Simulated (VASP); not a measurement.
# CsI in VASP: a series of runs

The runs below take CsI through single point, with LDA.

All numbers are computed with VASP 6.6.1; they aren't measurements. Logs are shortened: lines on timing, memory, paths and dates and some standing lists are left out, and cuts for length are marked.

## Step 1: The cell of the first run

The structure is tetragonal, space group P4/mmm (No. 123). Conventional cell: a = 4.612 Å, b = 4.612 Å, c = 4.567 Å, α = 90.00°, β = 90.00°, γ = 90.00°. Cs (site symmetry 4/mmm) has 8 I at 3.98 Å and 6 Cs at 4.57 to 4.61 Å within 5.2 Å. I (site symmetry 4/mmm) has 8 Cs at 3.98 Å and 6 I at 4.57 to 4.61 Å within 5.2 Å.

## Step 2: Single point, LDA (equal xx and yy strain of +1 %)

Contents of INCAR:

```
  PREC = Accurate
  ENCUT = 500
  EDIFF = 1E-6
  ISMEAR = -1
  SIGMA = 0.01
  LREAL = False
  LASPH = True
  NELM = 120
  ALGO = Normal
  ISIF = 2
  LWAVE = False
  LCHARG = False
  GGA = CA
  NBANDS = 15
  GGA_COMPAT = False
```

Contents of KPOINTS:

```
Automatic mesh
0
Gamma
  7 7 7
```

Contents of POSCAR:

```
CsI
1.0
    4.6123670000      0.0000000000      0.0000000000
    0.0000000000      4.6123670000      0.0000000000
    0.0000000000      0.0000000000      4.5667000000
Cs I
1 1
Direct
    0.0000000000      0.0000000000      0.0000000000
    0.5000000000      0.5000000000      0.5000000000
```

Potentials or basis: VASP PAW LDA potentials, release 64 (Cs_sv, I).

On the command line:

```
cat potpaw_LDA.64/Cs_sv/POTCAR potpaw_LDA.64/I/POTCAR > POTCAR
mpirun -np 1 vasp_std > vasp.out
```

OUTCAR:

```text
PREC = Accurate
   ENCUT = 500
   EDIFF = 1E-6
   ISMEAR = -1
   LREAL = False
   LASPH = True
   NELM = 120
   ISIF = 2
   GGA = CA

 ion  position               nearest neighbor table
   1  0.000  0.000  0.000-
   2  0.500  0.500  0.500-

  LATTYP: Found a simple tetragonal cell.
 ALAT       =     4.6123670000
 C/A-ratio  =     0.9900990099

  Lattice vectors:

 A1 = (   4.6123670000,   0.0000000000,   0.0000000000)
 A2 = (   0.0000000000,   4.6123670000,   0.0000000000)
 A3 = (   0.0000000000,   0.0000000000,   4.5667000000)

Analysis of symmetry for initial positions (statically):
=====================================================================
 Subroutine PRICEL returns:
 Original cell was already a primitive cell.

 Routine SETGRP: Setting up the symmetry group for a
 simple tetragonal supercell.

 Subroutine GETGRP returns: Found 16 space group operations
 (whereof 16 operations were pure point group operations)
 out of a pool of 16 trial point group operations.

The static configuration has the point symmetry D_4h.

Analysis of symmetry for dynamics (positions and initial velocities):
=====================================================================
 Subroutine PRICEL returns:
 Original cell was already a primitive cell.

 Routine SETGRP: Setting up the symmetry group for a
 simple tetragonal supercell.

 Subroutine GETGRP returns: Found 16 space group operations
 (whereof 16 operations were pure point group operations)
 out of a pool of 16 trial point group operations.

The dynamic configuration has the point symmetry D_4h.

 Subroutine INISYM returns: Found 16 space group operations
 (whereof 16 operations are pure point group operations),
 and found     1 'primitive' translations

----------------------------------------------------------------------------------------

                                     Primitive cell

  volume of cell :      97.1517

  direct lattice vectors                    reciprocal lattice vectors
     4.612367000  0.000000000  0.000000000     0.216808420  0.000000000  0.000000000
     0.000000000  4.612367000  0.000000000     0.000000000  0.216808420  0.000000000
     0.000000000  0.000000000  4.566700000     0.000000000  0.000000000  0.218976504

  length of vectors
     4.612367000  4.612367000  4.566700000     0.216808420  0.216808420  0.218976504

  position of ions in fractional coordinates (direct lattice)
     0.000000000  0.000000000  0.000000000
     0.500000000  0.500000000  0.500000000

  ion indices of the primitive-cell ions
   primitive index   ion index
                 1           1
                 2           2

----------------------------------------------------------------------------------------

 KPOINTS: Automatic mesh

Automatic generation of k-mesh.
 Grid dimensions read from file:
 generate k-points for:    7    7    7

 Generating k-lattice:

  Cartesian coordinates                     Fractional coordinates (reciprocal lattice)
     0.030972631  0.000000000  0.000000000     0.142857143  0.000000000  0.000000000
     0.000000000  0.030972631  0.000000000     0.000000000  0.142857143  0.000000000
     0.000000000  0.000000000  0.031282358     0.000000000  0.000000000  0.142857143

  Length of vectors
     0.030972631  0.030972631  0.031282358

  Shift w.r.t. Gamma in fractional coordinates (k-lattice)
     0.000000000  0.000000000  0.000000000

 Subroutine IBZKPT returns following result:
 ===========================================

 Found     40 irreducible k-points:

 Following reciprocal coordinates:
            Coordinates               Weight
  0.000000  0.000000  0.000000      1.000000
  0.142857  0.000000  0.000000      4.000000
  0.285714  0.000000  0.000000      4.000000
  0.428571  0.000000  0.000000      4.000000
  0.142857  0.142857  0.000000      4.000000
  0.285714  0.142857  0.000000      8.000000
[... 16 lines left out ...]
  0.285714  0.000000  0.285714      8.000000
  0.428571  0.000000  0.285714      8.000000
 [... further k-points ...]
   k-points           NKPTS =     40   k-points in BZ     NKDIM =     40   number of bands    NBANDS=     15
   number of dos      NEDOS =    301   number of ions     NIONS =      2
   total plane-waves  NPLWV =  46656
   dimension x,y,z NGX =    36 NGY =   36 NGZ =   36
   dimension x,y,z NGXF=    72 NGYF=   72 NGZF=   72
   ions per type =               1   1
   NGX,Y,Z   is equivalent  to a cutoff of  12.98, 12.98, 13.11 a.u.
   NGXF,Y,Z  is equivalent  to a cutoff of  25.95, 25.95, 26.21 a.u.
 SYSTEM =  unknown system
   PREC   = accura    normal or accurate (medium, high low for compatibility)
   ISTART =      0    job   : 0-new  1-cont  2-samecut
   ICHARG =      2    charge: 1-file 2-atom 10-const
   ISPIN  =      1    spin polarized calculation?
   LNONCOLLINEAR =      F non collinear calculations
   LSORBIT =      F    spin-orbit coupling
   LASPH  =      T    aspherical Exc in radial PAW
   ENCUT  =  500.0 eV  36.75 Ry    6.06 a.u.   8.41  8.41  8.33*2*pi/ulx,y,z
   NELM   =    120;   NELMIN=  2; NELMDL= -5     # of ELM steps
   EDIFF  = 0.1E-05   stopping-criterion for ELM
   LREAL  =      F    real-space projection
   EDIFFG = 0.1E-04   stopping-criterion for IOM
   NSW    =      0    number of steps for IOM
   IBRION =     -1    ionic relax: 0-MD 1-quasi-New 2-CG
   NFREE  =      0    steps in history (QN), initial steepest desc. (CG)
   ISIF   =      2    stress and relaxation
   ISYM   =      2    0-nonsym 1-usesym 2-fastsym
   POTIM  = 0.5000    time-step for ionic-motion
   TEBEG  =    0.0;   TEEND  =   0.0 temperature during run
   PSTRESS=    0.0 pullay stress
   NELECT =      16.0000    total number of electrons
   NUPDOWN=      -1.0000    fix difference up-down
   EMIN   =  10.00;   EMAX   =-10.00  energy-range for DOS
   EFERMI =   0.00;   METHOD = LEGACY
   ISMEAR =    -1;   SIGMA  =   0.01  broadening in eV -4-tet -1-fermi 0-gaus
   EFERMI_NEDOS =   21; number of points for ismear=-14 and -15
   IALGO  =     38    algorithm
   IMIX   =      4    mixing-type and parameters
     AMIX     =   0.40;   BMIX     =  1.00
     AMIX_MAG =   1.60;   BMIX_MAG =  1.00
  volume/ion in A,a.u.               =      48.58       327.81
  Fermi-wavevector in a.u.,A,eV,Ry     =   0.897356  1.695757 10.956061  0.805248
  Thomas-Fermi vector in A             =   2.019930
   LORBIT       =      0    0 simple, 1 ext, 2 COOP (PROOUT), +10 PAW based schemes
   GGA     = CA    functional components
   LHFCALC =     F    Hartree Fock is set to
   AEXX    =    0.0000 exact exchange contribution
   IVDW    =     0    specifies the selected vdW correction
   LEPSILON=     F    determine dielectric tensor
   LRPA    =     F    only Hartree local field effects (RPA)
 non-spin polarized calculation
  energy-cutoff  :      500.00
  volume of cell :       97.15
 maximum number of plane-waves:      2501
 NGX is ok and might be reduce to    36
   NGX = 17   NGY = 17   NGZ = 17

 number of electron      16.0000002 magnetization

 Free energy of the ion-electron system (eV)
  ---------------------------------------------------
  ext. energy  EPLUGINS =         0.00000000
  ---------------------------------------------------
  free energy    TOTEN  =        -6.12479913 eV

  energy without entropy =       -6.12479913  energy(sigma->0) =       -6.12479913

 E-fermi :   0.7670     XC(G=0):  -8.0014

 val. band max:        0.5387999014   @ k =   0.4286   0.4286   0.0000
 cond. band min:       4.0073154544   @ k =   0.0000   0.0000   0.0000
 fundamental gap:      3.4685155530
 Fermi energy:         0.7670357397

 k-point     1 :       0.0000    0.0000    0.0000
  band No.  band energies     occupation
      1     -19.8231      2.00000
      2     -10.1553      2.00000
      3      -6.5265      2.00000
      4      -6.5265      2.00000
      5      -6.5145      2.00000
      6       0.4273      2.00000
      7       0.4273      2.00000
      8       0.4717      2.00000
      9       4.0073      0.00000
     10       4.5157      0.00000
     11       4.5416      0.00000
     12       8.1167      0.00000
     13       8.1923      0.00000
     14       8.1923      0.00000
     15      10.5313      0.00000

 k-point     2 :       0.1429    0.0000    0.0000
  band No.  band energies     occupation
      1     -19.8188      2.00000
      2     -10.1566      2.00000
      3      -6.5573      2.00000
      4      -6.5150      2.00000
      5      -6.5034      2.00000
      6       0.0556      2.00000
      7       0.3984      2.00000
      8       0.4453      2.00000
      9       4.4660      0.00000
     10       4.6569      0.00000
     11       4.9542      0.00000
     12       8.0535      0.00000
     13       8.1198      0.00000
     14       8.2815      0.00000
     15       9.5775      0.00000

 k-point     3 :       0.2857    0.0000    0.0000
  band No.  band energies     occupation
      1     -19.8092      2.00000
      2     -10.1609      2.00000
      3      -6.6188      2.00000
      4      -6.4889      2.00000
      5      -6.4782      2.00000
      6      -0.5807      2.00000
      7       0.3319      2.00000
      8       0.3842      2.00000
      9       4.9884      0.00000
     10       5.4330      0.00000
     11       5.9997      0.00000
     12       8.0374      0.00000
     13       8.0823      0.00000
     14       8.2862      0.00000
     15       8.5172      0.00000

 k-point     4 :       0.4286    0.0000    0.0000
  band No.  band energies     occupation
      1     -19.8014      2.00000
      2     -10.1658      2.00000
      3      -6.6603      2.00000
      4      -6.4677      2.00000
      5      -6.4577      2.00000
      6      -0.9886      2.00000
      7       0.2770      2.00000
      8       0.3337      2.00000
      9       5.4134      0.00000
     10       6.4453      0.00000
     11       6.8458      0.00000
     12       7.3585      0.00000
     13       8.2073      0.00000
     14       8.2230      0.00000
     15       8.7634      0.00000
[... 307 lines left out ...]
 k-point    22 :       0.1429    0.0000    0.2857
  band No.  band energies     occupation
      1     -19.8036      2.00000
      2     -10.1378      2.00000
      3      -6.6693      2.00000
      4      -6.5267      2.00000
      5      -6.4778      2.00000
      6      -0.5201      2.00000
      7       0.1626      2.00000
      8       0.3545      2.00000
      9       5.2194      0.00000
     10       5.4851      0.00000
     11       6.1827      0.00000
     12       7.4479      0.00000
     13       7.8137      0.00000
     14       8.5970      0.00000
     15       8.9714      0.00000

 k-point    23 :       0.2857    0.0000    0.2857
  band No.  band energies     occupation
      1     -19.7946      2.00000
      2     -10.0984      2.00000
      3      -6.7503      2.00000
      4      -6.6207      2.00000
      5      -6.4577      2.00000
      6      -0.4771      2.00000
      7      -0.0984      2.00000
      8       0.3881      2.00000
      9       5.2611      0.00000
     10       5.6128      0.00000
     11       6.8787      0.00000
     12       6.9526      0.00000
     13       7.9060      0.00000
     14       7.9336      0.00000
     15       9.0096      0.00000

 k-point    24 :       0.4286    0.0000    0.2857
  band No.  band energies     occupation
      1     -19.7873      2.00000
      2     -10.0666      2.00000
      3      -6.7901      2.00000
      4      -6.7171      2.00000
      5      -6.4415      2.00000
      6      -0.5849      2.00000
      7      -0.1253      2.00000
      8       0.4143      2.00000
      9       5.1175      0.00000
     10       5.6693      0.00000
     11       6.8631      0.00000
     12       7.2168      0.00000
     13       7.4374      0.00000
     14       8.5798      0.00000
     15       9.2573      0.00000

 [... further k-points ...]

------------------------ aborting loop because EDIFF is reached ----------------------------------------

  FORCE on cell =-STRESS in cart. coord.  units (eV):
  Direction    XX          YY          ZZ          XY          YZ          ZX
  --------------------------------------------------------------------------------------
  -------------------------------------------------------------------------------------
  Total       -0.9690497     -0.9690497     -0.8649957      0.0000000      0.0000000      0.0000000
  in kB      -15.9810919    -15.9810919    -14.2650840      0.0000000      0.0000000      0.0000000
  external PRESSURE =     -15.4090893 kB  Pullay stress =       0.0000000 kB

 VOLUME and BASIS-vectors are now :
 -----------------------------------------------------------------------------
  energy-cutoff  :      500.00
  volume of cell :       97.15
      direct lattice vectors                 reciprocal lattice vectors
     4.612367000  0.000000000  0.000000000     0.216808420  0.000000000  0.000000000
     0.000000000  4.612367000  0.000000000     0.000000000  0.216808420  0.000000000
     0.000000000  0.000000000  4.566700000     0.000000000  0.000000000  0.218976504

 POSITION                                       TOTAL-FORCE (eV/Angst)
 -----------------------------------------------------------------------------------
      0.00000      0.00000      0.00000         0.000000      0.000000      0.000000
      2.30618      2.30618      2.28335         0.000000      0.000000      0.000000
 -----------------------------------------------------------------------------------
    total drift:                               -0.000000      0.000000      0.000000

  FREE ENERGIE OF THE ION-ELECTRON SYSTEM (eV)
  ---------------------------------------------------
  free  energy   TOTEN  =        -6.1247991289 eV

  energy  without entropy=       -6.1247991289  energy(sigma->0) =       -6.12479913
```

It took 32 s on 1 thread of Intel Xeon Platinum 8259CL at 2.50GHz (Skylake/Cascade Lake), shared host; peak memory 0.2 GiB.

Results:

| Property | Result |
| --- | --- |
| Free energy | -6.1248 eV |
| Pressure | -1.5 GPa |
| Band gap on the k mesh | 3.47 eV, indirect (least direct gap 3.54 eV) |

Stress tensor (GPa, compression positive):
```
-1.60  0.00  0.00
 0.00 -1.60  0.00
 0.00  0.00 -1.43
```

Levels at points of the mesh, in eV from the valence-band top:
```csv
k point,band 5,band 6,band 7,band 8,band 9,band 10,band 11,band 12
"(0.00, 0.00, 0.00)",-7.05,-0.11,-0.11,-0.07,3.47,3.98,4.00,7.58
```

Caveat: the cell differs from its parent crystal (equal xx and yy strain of +1 %); spin-orbit coupling is left out, which moves the levels of the heavy elements.

## Step 3: Single point, LDA (zz strain of +2 %)

Contents of INCAR:

```
PREC = Accurate
ENCUT = 500
EDIFF = 1E-6
ISMEAR = -1
SIGMA = 0.01
LREAL = False
LASPH = True
NELM = 120
ALGO = Normal
ISIF = 2
LWAVE = False
LCHARG = False
GGA = CA
NBANDS = 15
GGA_COMPAT = False
```

KPOINTS is that of step 2.

Contents of POSCAR:

```
CsI
1.0
    4.5667000000      0.0000000000      0.0000000000
    0.0000000000      4.5667000000      0.0000000000
    0.0000000000      0.0000000000      4.6580340000
Cs I
1 1
Direct
    0.0000000000      0.0000000000      0.0000000000
    0.5000000000      0.5000000000      0.5000000000
```

Potentials or basis: VASP PAW LDA potentials, release 64 (Cs_sv, I).

On the command line:

```
cat potpaw_LDA.64/Cs_sv/POTCAR potpaw_LDA.64/I/POTCAR > POTCAR
mpirun -np 1 vasp_std > vasp.out
```

OUTCAR:

```text
PREC = Accurate
   ENCUT = 500
   EDIFF = 1E-6
   ISMEAR = -1
   LREAL = False
   LASPH = True
   NELM = 120
   ISIF = 2
   GGA = CA

 ion  position               nearest neighbor table
   1  0.000  0.000  0.000-
   2  0.500  0.500  0.500-

  LATTYP: Found a simple tetragonal cell.
 ALAT       =     4.5667000000
 C/A-ratio  =     1.0200000000

  Lattice vectors:

 A1 = (   4.5667000000,   0.0000000000,   0.0000000000)
[... 614 lines left out ...]
     15       9.1790      0.00000

 [... further k-points ...]

------------------------ aborting loop because EDIFF is reached ----------------------------------------

  FORCE on cell =-STRESS in cart. coord.  units (eV):
  Direction    XX          YY          ZZ          XY          YZ          ZX
  --------------------------------------------------------------------------------------
  -------------------------------------------------------------------------------------
  Total       -0.8651074     -0.8651074     -1.0718956      0.0000000     -0.0000000      0.0000000
  in kB      -14.2683255    -14.2683255    -17.6789087      0.0000000     -0.0000000      0.0000000
  external PRESSURE =     -15.4051866 kB  Pullay stress =       0.0000000 kB

 VOLUME and BASIS-vectors are now :
 -----------------------------------------------------------------------------
  energy-cutoff  :      500.00
  volume of cell :       97.14
      direct lattice vectors                 reciprocal lattice vectors
     4.566700000  0.000000000  0.000000000     0.218976504  0.000000000  0.000000000
     0.000000000  4.566700000  0.000000000     0.000000000  0.218976504  0.000000000
     0.000000000  0.000000000  4.658034000     0.000000000  0.000000000  0.214682847

 POSITION                                       TOTAL-FORCE (eV/Angst)
 -----------------------------------------------------------------------------------
      0.00000      0.00000      0.00000         0.000000      0.000000      0.000000
      2.28335      2.28335      2.32902         0.000000      0.000000      0.000000
 -----------------------------------------------------------------------------------
    total drift:                               -0.000000      0.000000      0.000000

  FREE ENERGIE OF THE ION-ELECTRON SYSTEM (eV)
  ---------------------------------------------------
  free  energy   TOTEN  =        -6.1238833288 eV

  energy  without entropy=       -6.1238833288  energy(sigma->0) =       -6.12388333
```

stdout:

```text
POSCAR found type information on POSCAR CsI
 POSCAR found :  2 types and       2 ions
 scaLAPACK will be used
 LDA part: xc-table for (Slater(with rela. corr.)+CA(PZ))
 , standard interpolation
 POSCAR, INCAR and KPOINTS ok, starting setup
 FFT: planning ... GRIDC
 FFT: planning ... GRID_SOFT
 FFT: planning ... GRID
 WAVECAR not read
 entering main loop
```

Wall time 32 s (1 thread of Intel Xeon Platinum 8259CL at 2.50GHz (Skylake/Cascade Lake), shared host); peak memory 0.2 GiB.

What came out:

- Free energy: -6.1239 eV
- Pressure: -1.5 GPa
- Band gap on the k mesh: 3.46 eV, indirect (least direct gap 3.53 eV)

Levels at points of the mesh, in eV from the valence-band top:
```tsv
k point	band 4	band 5	band 6	band 7	band 8	band 9	band 10	band 11	band 12	band 13
(0.00, 0.00, 0.00)	-7.06	-7.06	-0.15	-0.07	-0.07	3.46	3.97	4.01	7.58	7.58
```

Caveat: the cell differs from its parent crystal (zz strain of +2 %); spin-orbit coupling is left out, which moves the levels of the heavy elements. A k mesh can miss the band edges.

(Continued in part 2 of 2.)
